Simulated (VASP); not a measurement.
# AlN (wurtzite to rock salt path) (P6_3mc) in VASP: relaxation of volume and atoms at fixed shape with PBEsol

Aim: the relaxation of volume and atoms at fixed shape of AlN (wurtzite to rock salt path) with PBEsol.

Program: VASP 6.6.1. These are calculated values, not measurements. Logs are shortened: lines on timing, memory, paths and dates and some standing lists are left out, and cuts for length are marked.

**1. The cell of the first run**

It takes space group P6_3mc (No. 186, hexagonal). Conventional cell: a = 3.239 Å, b = 3.239 Å, c = 4.210 Å, α = 90.00°, β = 90.00°, γ = 120.00°. Al (site symmetry 3m) has 5 N at 1.87 to 2.23 Å within 2.5 Å. Within 2.5 Å of N (site symmetry 3m) lie 5 Al at 1.87 to 2.23 Å.

**2. Relaxation of volume and atoms at fixed shape, PBEsol, target pressure 20 GPa, at which the enthalpy is minimised**

INCAR

```
ALGO     = Normal         # electronic algorithm
EDIFF    = 1E-6           # SCF threshold, eV
EDIFFG   = -0.01          # ionic threshold
ENCUT    = 600            # plane-wave cutoff, eV
GGA      = PS             # functional
IBRION   = 2              # ionic algorithm
ISIF     = 8              # what is computed and relaxed
ISMEAR   = 0              # smearing method
LASPH    = True           # aspherical terms in the spheres
LCHARG   = False          # write CHGCAR
LREAL    = False          # projectors in reciprocal space
LWAVE    = False          # write WAVECAR
NELM     = 100            # most SCF steps
NSW      = 70             # ionic steps
PREC     = Accurate       # precision mode
PSTRESS  = 200.0        
SIGMA    = 0.01           # smearing width, eV
```

KPOINTS

```
k-points
0
Gamma
  9 9 7
```

POSCAR

```
AlN
1.0
    1.6194221286     -2.8048391267      0.0000000000
    1.6194221286      2.8048391267      0.0000000000
    0.0000000000      0.0000000000      4.2104975343
Al N
2 2
Direct
    0.0000000000      0.0000000000      0.0000000000
    0.6666666667      0.3333333333      0.5000000000
    0.0000000000      0.0000000000      0.4700000000
    0.6666666667      0.3333333333      0.9700000000
```

Potentials or basis: VASP PAW PBE potentials, release 64 (Al, N).

Command:

```
$ cat potpaw_PBE.64/Al/POTCAR potpaw_PBE.64/N/POTCAR > POTCAR
$ mpirun -np 1 vasp_std > vasp.out
```

OUTCAR:

```text
EDIFF = 1E-6
   EDIFFG = -0.01
   ENCUT = 600
   GGA = PS
   IBRION = 2
   ISIF = 8
   ISMEAR = 0
   LASPH = True
   LREAL = False
   NELM = 100
   NSW = 70
   PREC = Accurate
   PSTRESS = 200.0

 ion  position               nearest neighbor table
   1  0.000  0.000  0.000-   4 1.87   4 1.87   4 1.87   3 1.98   3 2.23   2 2.82   2 2.82   2 2.82
                             2 2.82   2 2.82   2 2.82
   2  0.667  0.333  0.500-   3 1.87   3 1.87   3 1.87   4 1.98   4 2.23   1 2.82   1 2.82   1 2.82
                             1 2.82   1 2.82   1 2.82
   3  0.000  0.000  0.470-   2 1.87   2 1.87   2 1.87   1 1.98   1 2.23
   4  0.667  0.333  0.970-   1 1.87   1 1.87   1 1.87   2 1.98   2 2.23

  LATTYP: Found a base centered orthorhombic cell.
 ALAT       =     3.2388442572
 B/A-ratio  =     1.7320000000
 C/A-ratio  =     1.3000000000

  Lattice vectors:

 A1 = (   1.6194221286,  -2.8048391267,   0.0000000000)
 A2 = (   1.6194221286,   2.8048391267,   0.0000000000)
 A3 = (   0.0000000000,   0.0000000000,   4.2104975343)

Analysis of symmetry for initial positions (statically):
=====================================================================
 Subroutine PRICEL returns:
 Original cell was already a primitive cell.

 Routine SETGRP: Setting up the symmetry group for a
 base centered orthorhombic supercell.

 Subroutine GETGRP returns: Found  4 space group operations
 (whereof  2 operations were pure point group operations)
 out of a pool of  8 trial point group operations.

The static configuration has the point symmetry C_1h.
 The point group associated with its full space group is C_2v.

Analysis of symmetry for dynamics (positions and initial velocities):
=====================================================================
 Subroutine PRICEL returns:
 Original cell was already a primitive cell.

 Routine SETGRP: Setting up the symmetry group for a
 base centered orthorhombic supercell.

 Subroutine GETGRP returns: Found  4 space group operations
 (whereof  2 operations were pure point group operations)
 out of a pool of  8 trial point group operations.

The dynamic configuration has the point symmetry C_1h.
 The point group associated with its full space group is C_2v.

 Subroutine INISYM returns: Found  4 space group operations
 (whereof  2 operations are pure point group operations),
 and found     1 'primitive' translations

----------------------------------------------------------------------------------------

                                     Primitive cell

  volume of cell :      38.2500
[... 118 lines left out ...]
   GGA     = PS    functional components
   LHFCALC =     F    Hartree Fock is set to
   AEXX    =    0.0000 exact exchange contribution
   IVDW    =     0    specifies the selected vdW correction
   LEPSILON=     F    determine dielectric tensor
   LRPA    =     F    only Hartree local field effects (RPA)
 conjugate gradient relaxation of ions
 non-spin polarized calculation
 Gauss-broadening in eV      SIGMA  =   0.01
  energy-cutoff  :      600.00
  volume of cell :       38.25
 maximum number of plane-waves:      1297
 NGX is ok and might be reduce to    28
   NGX = 13   NGY = 13   NGZ = 17

--------------------------------------- Ionic step        1  -------------------------------------------

 number of electron      16.0000001 magnetization

 Free energy of the ion-electron system (eV)
  ---------------------------------------------------
  ext. energy  EPLUGINS =         0.00000000
  ---------------------------------------------------
  free energy    TOTEN  =       -30.89874072 eV

  energy without entropy =      -30.89874072  energy(sigma->0) =      -30.89874072

------------------------ aborting loop because EDIFF is reached ----------------------------------------

  FORCE on cell =-STRESS in cart. coord.  units (eV):
  Direction    XX          YY          ZZ          XY          YZ          ZX
  --------------------------------------------------------------------------------------
  -------------------------------------------------------------------------------------
  Total        1.8775083      1.8802053      1.4238411      0.0000000      0.0000000      0.0000000
  in kB       78.6431710     78.7561377     59.6404172      0.0000000      0.0000000      0.0000000
  external PRESSURE =    -127.6534247 kB  Pullay stress =     200.0000000 kB
[... 103 lines left out ...]
  energy  without entropy=      -30.7496914151  energy(sigma->0) =      -30.74969142

  enthalpy is  TOTEN    =       -26.2000983262 eV   P V=        4.5495930890

[... ionic steps 4 to 7 ...]

--------------------------------------- Ionic step        8  -------------------------------------------

 number of electron      16.0000001 magnetization

------------------------ aborting loop because EDIFF is reached ----------------------------------------
[... 75 lines left out ...]
--------------------------------------- Ionic step       10  -------------------------------------------

 number of electron      16.0000001 magnetization

 Free energy of the ion-electron system (eV)
  ---------------------------------------------------
  ext. energy  EPLUGINS =         0.00000000
  ---------------------------------------------------
  free energy    TOTEN  =       -30.75192242 eV

  energy without entropy =      -30.75192242  energy(sigma->0) =      -30.75192242

 E-fermi :   9.1090     XC(G=0): -11.7698

 val. band max:        9.0389219097   @ k =   0.0000   0.0000   0.0000
 cond. band min:      12.8604421990   @ k =   0.0000   0.0000   0.0000
 fundamental gap:      3.8215202893
 Fermi energy:         9.1090212491

 k-point     1 :       0.0000    0.0000    0.0000
  band No.  band energies     occupation
      1      -8.5606      2.00000
      2      -4.5825      2.00000
      3       1.3703      2.00000
      4       5.4796      2.00000
      5       5.4800      2.00000
      6       7.0900      2.00000
      7       7.0901      2.00000
      8       9.0389      2.00000
      9      12.8604      0.00000
     10      14.1805      0.00000
     11      17.7615      0.00000
     12      17.7622      0.00000
[... 331 lines left out ...]
 k-point    24 :       0.4444    0.4444    0.0000
  band No.  band energies     occupation
      1      -6.3222      2.00000
      2      -5.2019      2.00000
      3       1.8989      2.00000
      4       3.9069      2.00000
      5       4.0201      2.00000
      6       4.2697      2.00000
      7       5.6884      2.00000
      8       6.9389      2.00000
      9      13.6015      0.00000
     10      15.0922      0.00000
     11      17.1363      0.00000
     12      18.9485      0.00000

 [... further k-points ...]
[... 5 lines left out ...]
  --------------------------------------------------------------------------------------
  -------------------------------------------------------------------------------------
  Total        5.5951675      5.5955708      2.3920069      0.0000000      0.0000000      0.0000000
  in kB      246.9940988    247.0119028    105.5931905      0.0000000      0.0000000      0.0000000
  external PRESSURE =      -0.1336026 kB  Pullay stress =     200.0000000 kB
[... 23 lines left out ...]
  energy  without entropy=      -30.7519224240  energy(sigma->0) =      -30.75192242

  enthalpy is  TOTEN    =       -26.2213141789 eV   P V=        4.5306082452

 reached required accuracy - stopping structural energy minimisation
```

OSZICAR:

```text
N       E                     dE             d eps       ncg     rms          rms(c)
DAV:   1     0.565889896091E+02    0.56589E+02   -0.82029E+03  2440   0.132E+03
DAV:   2    -0.311981457630E+02   -0.87787E+02   -0.80575E+02  3468   0.258E+02
DAV:   3    -0.352708045711E+02   -0.40727E+01   -0.40544E+01  3160   0.590E+01
[... 75 lines left out ...]
DAV:   2    -0.307521386689E+02    0.61682E-02   -0.17992E-02  2860   0.115E+00    0.163E-01
DAV:   3    -0.307519656337E+02    0.17304E-03   -0.16247E-03  2884   0.370E-01    0.482E-02
DAV:   4    -0.307519307795E+02    0.34854E-04   -0.94146E-05  2944   0.852E-02    0.258E-02
DAV:   5    -0.307519225735E+02    0.82061E-05   -0.15471E-05  2888   0.344E-02    0.105E-02
DAV:   6    -0.307519224240E+02    0.14944E-06   -0.14143E-06  1572   0.118E-02
  10 F= -.26221314E+02 E0= -.26221314E+02  d E =-.602475E-03
```

Wall time 3.3 min (1 thread of Intel Xeon Platinum 8259CL at 2.50GHz (Skylake/Cascade Lake), shared host); peak memory 0.21 GiB.

What came out:

```
Free energy                                            : -30.7519 eV
Relaxed volume                                         : 9.07 Å³/atom
Relaxed cell                                           : a = 3.183 Å, b = 3.183 Å, c = 4.137 Å, α = 90.00°, β = 90.00°, γ = 120.00°
Space group after relaxing (to 0.05 Å)                 : P6_3/mmc (No. 194)
Energy change on relaxing (the enthalpy is what falls) : +36.7 meV/atom
Ionic steps                                            : 10
Pressure after relaxing                                : 20.0 GPa
Largest force after relaxing                           : 0.006 eV/Å
Band gap on the k mesh                                 : 3.82 eV, direct
```

Forces on the atoms (eV/Å):
```
Al   0.000  0.000 -0.006
Al   0.000  0.000 -0.006
N    0.000  0.000  0.006
N    0.000  0.000  0.006
```

Step by step:
| step | energy change (eV) | largest force (eV/Å) | pressure (GPa) | volume (Å³) |
| --- | --- | --- | --- | --- |
| 1 | 0.0000 | 0.1210 | 7.23 | 38.25 |
| 2 | 0.5656 | 0.3568 | 40.58 | 34.19 |
| 3 | 0.1490 | 0.2215 | 19.99 | 36.45 |
| 4 | 0.1535 | 0.2237 | 20.26 | 36.41 |
| 5 | 0.1519 | 0.1647 | 20.26 | 36.36 |
| 6 | 0.1571 | 0.0582 | 20.64 | 36.23 |
| 7 | 0.1632 | 0.0234 | 21.01 | 36.17 |
| 8 | 0.1667 | 0.0091 | 21.22 | 36.14 |
| 9 | 0.0951 | 0.0046 | 16.43 | 36.75 |
| 10 | 0.1468 | 0.0060 | 19.99 | 36.29 |

Final structure:
```
Al N
1.0
     1.59134   -2.75619    0.00000
     1.59134    2.75619    0.00000
     0.00000    0.00000    4.13747
Al N
2 2
Cartesian
  1.5913 2.7562 4.0781
  1.5913 -0.9187 2.0094
  1.5913 2.7562 2.0040
  1.5913 -0.9187 4.0727
```

Levels at points of the mesh, in eV from the valence-band top:
| k point | band 6 | band 7 | band 8 | band 9 | band 10 | band 11 |
| --- | --- | --- | --- | --- | --- | --- |
| (0.00, 0.00, 0.00) | -1.95 | -1.95 | 0.00 | 3.82 | 5.14 | 8.72 |

Caveat: the cell is relaxed towards a set pressure, so the enthalpy falls and the energy may rise; the PAW data sets were made with another functional, which shifts forces and pressure a little. A k mesh can miss the band edges.
